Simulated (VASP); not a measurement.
# CdS (P1) in VASP: single point with r2SCAN

Aim: the single point of CdS with r2SCAN.

All numbers are computed with VASP 6.6.1; they aren't measurements. Logs are shortened: lines on timing, memory, paths and dates and some standing lists are left out, and cuts for length are marked.

## Step 1: The cell of the first run

The typed cell holds 16 atoms: a = 8.329 Å, b = 8.329 Å, c = 6.766 Å, α = 90.00°, β = 90.00°, γ = 120.00°.

## Step 2: Single point, r2SCAN

File POSCAR:

```
CdS
1.0
    8.3292025366     -0.0000000001      0.0000000000
   -4.1646012683      7.2133009900      0.0000000000
    0.0000000000      0.0000000000      6.7660104976
Cd S
8 8
Direct
    0.1599631610      0.3322184952     -0.0012428299
    0.3398088094      0.1687924851      0.5019964130
    0.1619218071      0.8326541494     -0.0005155180
    0.3305891584      0.6580841430      0.4977232893
    0.6657475809      0.3272223083     -0.0075267397
    0.8386892183      0.1773066176      0.4984192681
    0.6694591403      0.8382249692      0.0022808123
    0.8336971797      0.6648340346      0.4987102815
    0.1631198893      0.3356104235      0.3774974929
    0.3380122060      0.1771036592      0.8757450202
    0.1731647634      0.8387745095      0.3781714499
    0.3278194886      0.6633182237      0.8815410502
    0.6690361574      0.3342206298      0.3743570899
    0.8257451296      0.1680908646      0.8799191196
    0.6774506958      0.8284692415      0.3771086375
    0.8260857261      0.6567359392      0.8719560814
```

File INCAR.step1:

```
PREC     = Accurate       # precision mode
ENCUT    = 520            # plane-wave cutoff, eV
ISMEAR   = -1             # smearing method
SIGMA    = 0.112          # smearing width, eV
LREAL    = Auto         
LASPH    = T              # aspherical terms in the spheres
NELM     = 100            # most SCF steps
NBANDS   = 86             # bands
GGA      = PE             # functional
ALGO     = Normal         # electronic algorithm
EDIFF    = 1E-4           # SCF threshold, eV
LWAVE    = T              # write WAVECAR
LCHARG   = F              # write CHGCAR
```

File INCAR.step2:

```
PREC     = Accurate       # precision mode
ENCUT    = 520            # plane-wave cutoff, eV
EDIFF    = 1E-7           # SCF threshold, eV
ISMEAR   = -1             # smearing method
SIGMA    = 0.112          # smearing width, eV
LREAL    = Auto         
LASPH    = T              # aspherical terms in the spheres
NELM     = 100            # most SCF steps
ALGO     = Normal         # electronic algorithm
ISIF     = 2              # what is computed and relaxed
LWAVE    = F              # write WAVECAR
LCHARG   = T              # write CHGCAR
METAGGA  = R2SCAN         # meta-GGA
LMIXTAU  = T            
LELF     = T              # ELF
LVHAR    = T            
NBANDS   = 86             # bands
ISTART   = 1
```

File KPOINTS:

```
regular mesh
0
Gamma
  3 3 2
```

Potentials or basis: VASP PAW PBE potentials, release 64 (Cd, S).

On the command line:

```bash
$ cat potpaw_PBE.64/Cd/POTCAR potpaw_PBE.64/S/POTCAR > POTCAR
$ cp INCAR.step1 INCAR
$ mpirun -np 1 vasp_std > vasp.out
$ cp INCAR.step2 INCAR
$ mpirun -np 1 vasp_std > vasp.out
```

OUTCAR:

```text
PREC = Accurate
   ENCUT = 520
   EDIFF = 1E-7
   ISMEAR = -1
   LREAL = Auto
   LASPH = T
   NELM = 100
   ISIF = 2
   METAGGA = R2SCAN
   ISTART = 1

 ion  position               nearest neighbor table
   1  0.160  0.332  0.999-  12 2.52  14 2.54  10 2.55   9 2.56
   2  0.340  0.169  0.502-  11 2.52  13 2.53  10 2.53   9 2.62
   3  0.162  0.833  0.999-  12 2.55  11 2.56  16 2.57  10 2.62
   4  0.331  0.658  0.498-   9 2.46  11 2.57  12 2.60  15 2.63
   5  0.666  0.327  0.992-  14 2.42  10 2.50  16 2.51  13 2.58
   6  0.839  0.177  0.498-   9 2.48  13 2.50  14 2.58  15 2.65
[... 8 lines left out ...]
  15  0.677  0.828  0.377-   8 2.45   7 2.54   4 2.63   6 2.65
  16  0.826  0.657  0.872-   5 2.51   8 2.53   3 2.57   7 2.60

  LATTYP: Found a hexagonal cell.
 ALAT       =     8.3292025366
 C/A-ratio  =     0.8123239251

  Lattice vectors:

 A1 = (   8.3292025366,  -0.0000000001,   0.0000000000)
 A2 = (  -4.1646012683,   7.2133009900,   0.0000000000)
 A3 = (   0.0000000000,   0.0000000000,   6.7660104976)

Analysis of symmetry for initial positions (statically):
=====================================================================
 Subroutine PRICEL returns:
 Original cell was already a primitive cell.

 Routine SETGRP: Setting up the symmetry group for a
 hexagonal supercell.

 Subroutine GETGRP returns: Found  1 space group operations
 (whereof  1 operations were pure point group operations)
 out of a pool of 24 trial point group operations.

The static configuration has the point symmetry C_1 .

Analysis of symmetry for dynamics (positions and initial velocities):
=====================================================================
 Subroutine PRICEL returns:
 Original cell was already a primitive cell.

 Routine SETGRP: Setting up the symmetry group for a
 hexagonal supercell.

 Subroutine GETGRP returns: Found  1 space group operations
 (whereof  1 operations were pure point group operations)
 out of a pool of 24 trial point group operations.

The dynamic configuration has the point symmetry C_1 .

 Subroutine INISYM returns: Found  1 space group operations
 (whereof  1 operations are pure point group operations),
 and found     1 'primitive' translations

[... 107 lines left out ...]
   EDIFF  = 0.1E-06   stopping-criterion for ELM
   LREAL  =      T    real-space projection
   EDIFFG = 0.1E-05   stopping-criterion for IOM
   NSW    =      0    number of steps for IOM
   IBRION =     -1    ionic relax: 0-MD 1-quasi-New 2-CG
   NFREE  =      0    steps in history (QN), initial steepest desc. (CG)
   ISIF   =      2    stress and relaxation
   ISYM   =      2    0-nonsym 1-usesym 2-fastsym
   POTIM  = 0.5000    time-step for ionic-motion
   TEBEG  =    0.0;   TEEND  =   0.0 temperature during run
   PSTRESS=    0.0 pullay stress
   NELECT =     144.0000    total number of electrons
   NUPDOWN=      -1.0000    fix difference up-down
   EMIN   =  10.00;   EMAX   =-10.00  energy-range for DOS
   EFERMI =   0.00;   METHOD = LEGACY
   ISMEAR =    -1;   SIGMA  =   0.11  broadening in eV -4-tet -1-fermi 0-gaus
   EFERMI_NEDOS =   21; number of points for ismear=-14 and -15
   IALGO  =     38    algorithm
   IMIX   =      4    mixing-type and parameters
     AMIX     =   0.40;   BMIX     =  1.00
     AMIX_MAG =   1.60;   BMIX_MAG =  1.00
  volume/ion in A,a.u.               =      25.41       171.45
  Fermi-wavevector in a.u.,A,eV,Ry     =   1.158348  2.188960 18.255881  1.341769
  Thomas-Fermi vector in A             =   2.294951
   LORBIT       =      0    0 simple, 1 ext, 2 COOP (PROOUT), +10 PAW based schemes
   METAGGA = R2SCAN    functional components
   LHFCALC =     F    Hartree Fock is set to
   AEXX    =    0.0000 exact exchange contribution
   IVDW    =     0    specifies the selected vdW correction
   LEPSILON=     F    determine dielectric tensor
   LRPA    =     F    only Hartree local field effects (RPA)
 non-spin polarized calculation
  energy-cutoff  :      520.00
  volume of cell :      406.51
 maximum number of plane-waves:     10956
 NGX is ok and might be reduce to    64
   NGX = 31   NGY = 31   NGZ = 25

 number of electron     143.9999988 magnetization

 Free energy of the ion-electron system (eV)
  ---------------------------------------------------
  ext. energy  EPLUGINS =         0.00000000
  ---------------------------------------------------
  free energy    TOTEN  =      -237.30401620 eV

  energy without entropy =     -237.30366345  energy(sigma->0) =     -237.30383982

 E-fermi :   1.7496     XC(G=0):  -9.6078

 val. band max:        0.8511351036   @ k =   0.0000   0.0000   0.0000
 cond. band min:       2.4688693779   @ k =   0.0000   0.0000   0.0000
 fundamental gap:      1.6177342742
 Fermi energy:         1.7495594485

 k-point     1 :       0.0000    0.0000    0.0000
  band No.  band energies     occupation
      1     -11.9378      2.00000
      2     -11.6270      2.00000
      3     -11.5458      2.00000
      4     -11.4714      2.00000
      5     -11.4405      2.00000
      6     -11.3257      2.00000
[... 859 lines left out ...]
     83       6.6442      0.00000
     84       6.6790      0.00000
 [bands above 84 left out]

------------------------ aborting loop because EDIFF is reached ----------------------------------------

  FORCE on cell =-STRESS in cart. coord.  units (eV):
  Direction    XX          YY          ZZ          XY          YZ          ZX
  --------------------------------------------------------------------------------------
  -------------------------------------------------------------------------------------
  Total        1.7905340      1.6964777      0.3446398     -1.0382135      0.0750217     -0.0452086
  in kB        7.0570472      6.6863423      1.3583318     -4.0919198      0.2956836     -0.1781810
  external PRESSURE =       5.0339071 kB  Pullay stress =       0.0000000 kB

 VOLUME and BASIS-vectors are now :
 -----------------------------------------------------------------------------
  energy-cutoff  :      520.00
  volume of cell :      406.51
      direct lattice vectors                 reciprocal lattice vectors
     8.329202537 -0.000000000  0.000000000     0.120059513  0.069316392  0.000000000
    -4.164601268  7.213300990  0.000000000     0.000000000  0.138632784  0.000000000
     0.000000000  0.000000000  6.766010498     0.000000000  0.000000000  0.147797583

 POSITION                                       TOTAL-FORCE (eV/Angst)
 -----------------------------------------------------------------------------------
     -0.05119      2.39639      6.75760         0.074139     -0.006711      0.062922
      2.12738      1.21755      3.39651        -0.214227      0.080619     -0.087295
     -2.11899      6.00619      6.76252        -0.055931      0.132903     -0.072111
      0.01289      4.74696      3.36760         0.158737      0.603909      0.170488
      4.18240      2.36035      6.71508        -0.396016      0.330085      0.449569
      6.24720      1.27897      3.37231        -0.106336     -0.570575      0.116788
[... 8 lines left out ...]
      2.19238      5.97600      2.55152        -0.843432      0.498371      0.051940
      4.14559      4.73723      5.89966         0.012939      0.525705      0.225925
 -----------------------------------------------------------------------------------
    total drift:                               -0.002759      0.003363     -0.013488

  FREE ENERGIE OF THE ION-ELECTRON SYSTEM (eV)
  ---------------------------------------------------
  free  energy   TOTEN  =      -237.3040161981 eV

  energy  without entropy=     -237.3036634461  energy(sigma->0) =     -237.30383982
```

It took 18 min on 1 thread of Intel Xeon 6975P-C (Granite Rapids), shared host; peak memory 0.63 GiB.

Results:

* Free energy: -237.3040 eV
* Pressure: 0.5 GPa
* Largest force: 0.981 eV/Å
* Band gap on the k mesh: 1.62 eV

Forces on the atoms (eV/Å):
```
Cd   0.074 -0.007  0.063
Cd  -0.214  0.081 -0.087
Cd  -0.056  0.133 -0.072
Cd   0.159  0.604  0.170
Cd  -0.396  0.330  0.450
Cd  -0.106 -0.571  0.117
Cd  -0.008 -0.386 -0.078
Cd   0.458 -0.041  0.045
S    0.496 -0.364 -0.163
S   -0.330 -0.535  0.110
S   -0.003 -0.192 -0.047
S    0.161  0.300 -0.224
S   -0.086 -0.034 -0.169
S    0.682 -0.341 -0.392
S   -0.843  0.498  0.052
S    0.013  0.526  0.226
```

Stress tensor (GPa, compression positive):
```
 0.71 -0.41 -0.02
-0.41  0.67  0.03
-0.02  0.03  0.14
```

Caveat: the k points lie up to 0.46 Å⁻¹ apart; the atoms stand as in a frame of molecular dynamics; the PAW data sets were made with another functional, which shifts forces and pressure a little.
